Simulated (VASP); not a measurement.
# BaTe (Fm-3m) in VASP: further runs

The runs below take BaTe through single point, with r2SCAN.

Program: VASP 6.6.1. These are calculated values, not measurements. Logs are shortened: lines on timing, memory, paths and dates and some standing lists are left out, and cuts for length are marked.

### 1 The cell of the first run

It takes space group Fm-3m (No. 225, cubic). The conventional cell has a = 6.658 Å, b = 6.658 Å, c = 6.658 Å, α = 90.00°, β = 90.00°, γ = 90.00°. Within 4.4 Å of Ba (site symmetry m-3m) lie 6 Te at 3.33 Å. Te (site symmetry m-3m) has 6 Ba at 3.33 Å within 4.4 Å.

### 2 Single point, r2SCAN

File POSCAR:

```
BaTe
1.0
    0.0000000000      3.3290490754      3.3290490754
    3.3290490754      0.0000000000      3.3290490754
    3.3290490754      3.3290490754      0.0000000000
Ba Te
1 1
Direct
    0.0000000000      0.0000000000      0.0000000000
    0.5000000000      0.5000000000      0.5000000000
```

File INCAR.step1:

```
PREC     = Accurate       # precision mode
ENCUT    = 520            # plane-wave cutoff, eV
ISMEAR   = 0              # smearing method
SIGMA    = 0.02           # smearing width, eV
LREAL    = False          # projectors in reciprocal space
LASPH    = True           # aspherical terms in the spheres
NELM     = 100            # most SCF steps
NBANDS   = 15             # bands
GGA      = PE             # functional
ALGO     = Normal         # electronic algorithm
EDIFF    = 1E-4           # SCF threshold, eV
LWAVE    = True           # write WAVECAR
LCHARG   = False          # write CHGCAR
```

File INCAR.step2:

```
PREC     = Accurate       # precision mode
ENCUT    = 520            # plane-wave cutoff, eV
EDIFF    = 1E-7           # SCF threshold, eV
ISMEAR   = 0              # smearing method
SIGMA    = 0.02           # smearing width, eV
LREAL    = False          # projectors in reciprocal space
LASPH    = True           # aspherical terms in the spheres
NELM     = 100            # most SCF steps
ALGO     = Normal         # electronic algorithm
ISIF     = 2              # what is computed and relaxed
LWAVE    = False          # write WAVECAR
LCHARG   = False          # write CHGCAR
METAGGA  = R2SCAN         # meta-GGA
LMIXTAU  = True         
NBANDS   = 15             # bands
ISTART   = 1
```

File KPOINTS:

```
Automatic mesh
0
Gamma
  8 8 8
```

Potentials or basis: VASP PAW PBE potentials, release 64 (Ba_sv, Te).

Command:

```
$ cat potpaw_PBE.64/Ba_sv/POTCAR potpaw_PBE.64/Te/POTCAR > POTCAR
$ cp INCAR.step1 INCAR
$ mpirun -np 1 vasp_std > vasp.out
$ cp INCAR.step2 INCAR
$ mpirun -np 1 vasp_std > vasp.out
```

OUTCAR:

```text
PREC = Accurate
   ENCUT = 520
   EDIFF = 1E-7
   ISMEAR = 0
   LREAL = False
   LASPH = True
   NELM = 100
   ISIF = 2
   METAGGA = R2SCAN
   ISTART = 1

 ion  position               nearest neighbor table
   1  0.000  0.000  0.000-   2 3.33   2 3.33   2 3.33   2 3.33   2 3.33   2 3.33
   2  0.500  0.500  0.500-   1 3.33   1 3.33   1 3.33   1 3.33   1 3.33   1 3.33

  LATTYP: Found a face centered cubic cell.
 ALAT       =     6.6580981508

  Lattice vectors:

 A1 = (   0.0000000000,   3.3290490754,   3.3290490754)
 A2 = (   3.3290490754,   0.0000000000,   3.3290490754)
 A3 = (   3.3290490754,   3.3290490754,   0.0000000000)

Analysis of symmetry for initial positions (statically):
=====================================================================
 Subroutine PRICEL returns:
 Original cell was already a primitive cell.

 Routine SETGRP: Setting up the symmetry group for a
 face centered cubic supercell.

 Subroutine GETGRP returns: Found 48 space group operations
 (whereof 48 operations were pure point group operations)
 out of a pool of 48 trial point group operations.

The static configuration has the point symmetry O_h .

Analysis of symmetry for dynamics (positions and initial velocities):
=====================================================================
 Subroutine PRICEL returns:
 Original cell was already a primitive cell.

 Routine SETGRP: Setting up the symmetry group for a
 face centered cubic supercell.

 Subroutine GETGRP returns: Found 48 space group operations
 (whereof 48 operations were pure point group operations)
 out of a pool of 48 trial point group operations.

The dynamic configuration has the point symmetry O_h .

 Subroutine INISYM returns: Found 48 space group operations
 (whereof 48 operations are pure point group operations),
 and found     1 'primitive' translations

----------------------------------------------------------------------------------------

                                     Primitive cell

  volume of cell :      73.7888

  direct lattice vectors                    reciprocal lattice vectors
     0.000000000  3.329049075  3.329049075    -0.150193040  0.150193040  0.150193040
     3.329049075  0.000000000  3.329049075     0.150193040 -0.150193040  0.150193040
     3.329049075  3.329049075  0.000000000     0.150193040  0.150193040 -0.150193040

  length of vectors
     4.707986352  4.707986352  4.707986352     0.260141976  0.260141976  0.260141976

  position of ions in fractional coordinates (direct lattice)
     0.000000000  0.000000000  0.000000000
     0.500000000  0.500000000  0.500000000

  ion indices of the primitive-cell ions
   primitive index   ion index
                 1           1
                 2           2

----------------------------------------------------------------------------------------

 KPOINTS: Automatic mesh

Automatic generation of k-mesh.
 Grid dimensions read from file:
 generate k-points for:    8    8    8

 Generating k-lattice:

  Cartesian coordinates                     Fractional coordinates (reciprocal lattice)
    -0.018774130  0.018774130  0.018774130     0.125000000  0.000000000  0.000000000
     0.018774130 -0.018774130  0.018774130     0.000000000  0.125000000  0.000000000
     0.018774130  0.018774130 -0.018774130     0.000000000  0.000000000  0.125000000

  Length of vectors
     0.032517747  0.032517747  0.032517747

  Shift w.r.t. Gamma in fractional coordinates (k-lattice)
     0.000000000  0.000000000  0.000000000

 Subroutine IBZKPT returns following result:
 ===========================================

 Found     29 irreducible k-points:

 Following reciprocal coordinates:
            Coordinates               Weight
  0.000000  0.000000  0.000000      1.000000
  0.125000  0.000000  0.000000      8.000000
  0.250000  0.000000  0.000000      8.000000
  0.375000  0.000000  0.000000      8.000000
  0.500000  0.000000  0.000000      4.000000
  0.125000  0.125000  0.000000      6.000000
[... 16 lines left out ...]
  0.500000  0.250000  0.125000     48.000000
 -0.375000  0.250000  0.125000     24.000000
 [... further k-points ...]
   k-points           NKPTS =     29   k-points in BZ     NKDIM =     29   number of bands    NBANDS=     15
   number of dos      NEDOS =    301   number of ions     NIONS =      2
   total plane-waves  NPLWV =  46656
   dimension x,y,z NGX =    36 NGY =   36 NGZ =   36
   dimension x,y,z NGXF=    72 NGYF=   72 NGZF=   72
   ions per type =               1   1
   NGX,Y,Z   is equivalent  to a cutoff of  12.71, 12.71, 12.71 a.u.
   NGXF,Y,Z  is equivalent  to a cutoff of  25.42, 25.42, 25.42 a.u.
 SYSTEM =  unknown system
   PREC   = accura    normal or accurate (medium, high low for compatibility)
   ISTART =      1    job   : 0-new  1-cont  2-samecut
   ICHARG =      0    charge: 1-file 2-atom 10-const
   ISPIN  =      1    spin polarized calculation?
   LNONCOLLINEAR =      F non collinear calculations
   LSORBIT =      F    spin-orbit coupling
   LASPH  =      T    aspherical Exc in radial PAW
   ENCUT  =  520.0 eV  38.22 Ry    6.18 a.u.   8.75  8.75  8.75*2*pi/ulx,y,z
   NELM   =    100;   NELMIN=  2; NELMDL=  0     # of ELM steps
   EDIFF  = 0.1E-06   stopping-criterion for ELM
   LREAL  =      F    real-space projection
   EDIFFG = 0.1E-05   stopping-criterion for IOM
   NSW    =      0    number of steps for IOM
   IBRION =     -1    ionic relax: 0-MD 1-quasi-New 2-CG
   NFREE  =      0    steps in history (QN), initial steepest desc. (CG)
   ISIF   =      2    stress and relaxation
   ISYM   =      2    0-nonsym 1-usesym 2-fastsym
   POTIM  = 0.5000    time-step for ionic-motion
   TEBEG  =    0.0;   TEEND  =   0.0 temperature during run
   PSTRESS=    0.0 pullay stress
   NELECT =      16.0000    total number of electrons
   NUPDOWN=      -1.0000    fix difference up-down
   EMIN   =  10.00;   EMAX   =-10.00  energy-range for DOS
   EFERMI =   0.00;   METHOD = LEGACY
   ISMEAR =     0;   SIGMA  =   0.02  broadening in eV -4-tet -1-fermi 0-gaus
   EFERMI_NEDOS =   21; number of points for ismear=-14 and -15
   IALGO  =     38    algorithm
   IMIX   =      4    mixing-type and parameters
     AMIX     =   0.40;   BMIX     =  1.00
     AMIX_MAG =   1.60;   BMIX_MAG =  1.00
  volume/ion in A,a.u.               =      36.89       248.98
  Fermi-wavevector in a.u.,A,eV,Ry     =   0.983523  1.858589 13.161160  0.967318
  Thomas-Fermi vector in A             =   2.114688
   LORBIT       =      0    0 simple, 1 ext, 2 COOP (PROOUT), +10 PAW based schemes
   METAGGA = R2SCAN    functional components
   LHFCALC =     F    Hartree Fock is set to
   AEXX    =    0.0000 exact exchange contribution
   IVDW    =     0    specifies the selected vdW correction
   LEPSILON=     F    determine dielectric tensor
   LRPA    =     F    only Hartree local field effects (RPA)
 non-spin polarized calculation
 Gauss-broadening in eV      SIGMA  =   0.02
  energy-cutoff  :      520.00
  volume of cell :       73.79
 maximum number of plane-waves:      2012
   NGX = 17   NGY = 17   NGZ = 17

 number of electron      16.0000000 magnetization

 Free energy of the ion-electron system (eV)
  ---------------------------------------------------
  ext. energy  EPLUGINS =         0.00000000
  ---------------------------------------------------
  free energy    TOTEN  =       -55.68507012 eV

  energy without entropy =      -55.68507012  energy(sigma->0) =      -55.68507012

 E-fermi :   3.2660     XC(G=0):  -9.2843

 val. band max:        3.1170349578   @ k =   0.0000   0.0000   0.0000
 cond. band min:       4.5947276692   @ k =   0.5000   0.5000   0.0000
 fundamental gap:      1.4776927114
 Fermi energy:         3.2660046950

 k-point     1 :       0.0000    0.0000    0.0000
  band No.  band energies     occupation
      1     -24.3437      2.00000
      2      -9.1130      2.00000
      3      -9.1130      2.00000
      4      -9.1130      2.00000
      5      -7.0805      2.00000
      6       3.1170      2.00000
      7       3.1170      2.00000
      8       3.1170      2.00000
      9       6.3101      0.00000
     10       6.3101      0.00000
     11       6.3101      0.00000
     12       7.1578      0.00000
     13       7.1578      0.00000
     14       7.4092      0.00000
     15      10.6248      0.00000

 k-point     2 :       0.1250    0.0000    0.0000
  band No.  band energies     occupation
      1     -24.3389      2.00000
      2      -9.2888      2.00000
      3      -9.1147      2.00000
      4      -9.1147      2.00000
      5      -6.8441      2.00000
      6       2.5402      2.00000
      7       2.7984      2.00000
      8       2.7984      2.00000
      9       6.4034      0.00000
     10       6.5515      0.00000
     11       6.5515      0.00000
     12       7.7376      0.00000
     13       7.7376      0.00000
     14       8.0782      0.00000
     15      11.2366      0.00000

 k-point     3 :       0.2500    0.0000    0.0000
  band No.  band energies     occupation
      1     -24.3274      2.00000
      2      -9.6184      2.00000
      3      -9.1188      2.00000
      4      -9.1188      2.00000
      5      -6.3564      2.00000
      6       1.5303      2.00000
      7       2.2251      2.00000
      8       2.2251      2.00000
      9       6.6533      0.00000
     10       7.1931      0.00000
     11       7.1931      0.00000
     12       9.1294      0.00000
     13       9.1294      0.00000
     14       9.4065      0.00000
     15      12.5271      0.00000
[... 343 lines left out ...]
 k-point    23 :       0.5000    0.2500    0.1250
  band No.  band energies     occupation
      1     -24.3097      2.00000
      2      -9.7471      2.00000
      3      -9.2562      2.00000
      4      -9.1611      2.00000
      5      -6.1357      2.00000
      6       1.0140      2.00000
      7       1.8251      2.00000
      8       2.1869      2.00000
      9       6.5265      0.00000
     10       8.4948      0.00000
     11       8.7896      0.00000
     12       9.0836      0.00000
     13       9.7820      0.00000
     14      11.9229      0.00000
     15      12.1916      0.00000

 k-point    24 :      -0.3750    0.2500    0.1250
  band No.  band energies     occupation
      1     -24.3058      2.00000
      2      -9.7926      2.00000
      3      -9.2591      2.00000
      4      -9.1804      2.00000
      5      -6.0714      2.00000
      6       0.9694      2.00000
      7       1.8526      2.00000
      8       1.8900      2.00000
      9       7.3112      0.00000
     10       7.6429      0.00000
     11       9.2377      0.00000
     12       9.7356      0.00000
     13      10.3470      0.00000
     14      11.1426      0.00000
     15      12.4019      0.00000

 [... further k-points ...]
[... 5 lines left out ...]
  --------------------------------------------------------------------------------------
  -------------------------------------------------------------------------------------
  Total        3.9491685      3.9491685      3.9491685      0.0000000      0.0000000      0.0000000
  in kB       85.7483280     85.7483280     85.7483280      0.0000000      0.0000000      0.0000000
  external PRESSURE =      85.7483280 kB  Pullay stress =       0.0000000 kB

 VOLUME and BASIS-vectors are now :
 -----------------------------------------------------------------------------
  energy-cutoff  :      520.00
  volume of cell :       73.79
      direct lattice vectors                 reciprocal lattice vectors
     0.000000000  3.329049075  3.329049075    -0.150193040  0.150193040  0.150193040
     3.329049075  0.000000000  3.329049075     0.150193040 -0.150193040  0.150193040
     3.329049075  3.329049075  0.000000000     0.150193040  0.150193040 -0.150193040

 POSITION                                       TOTAL-FORCE (eV/Angst)
 -----------------------------------------------------------------------------------
      0.00000      0.00000      0.00000         0.000000     -0.000000      0.000000
      3.32905      3.32905      3.32905        -0.000000      0.000000     -0.000000
 -----------------------------------------------------------------------------------
    total drift:                                0.000000      0.000000      0.000000

  FREE ENERGIE OF THE ION-ELECTRON SYSTEM (eV)
  ---------------------------------------------------
  free  energy   TOTEN  =       -55.6850701203 eV

  energy  without entropy=      -55.6850701203  energy(sigma->0) =      -55.68507012
```

Run time: 64 s. Hardware: 1 thread of Intel Xeon 6975P-C (Granite Rapids), shared host; peak memory 0.22 GiB.

What came out:

| Property | Result |
| --- | --- |
| Free energy | -55.6851 eV |
| Pressure | 8.6 GPa |
| Band gap on the k mesh | 1.48 eV, indirect (least direct gap 1.84 eV) |

Caveat: the PAW data sets were made with another functional, which shifts forces and pressure a little; spin-orbit coupling is left out, which moves the levels of the heavy elements.

(Part 1 of 2 ends here.)
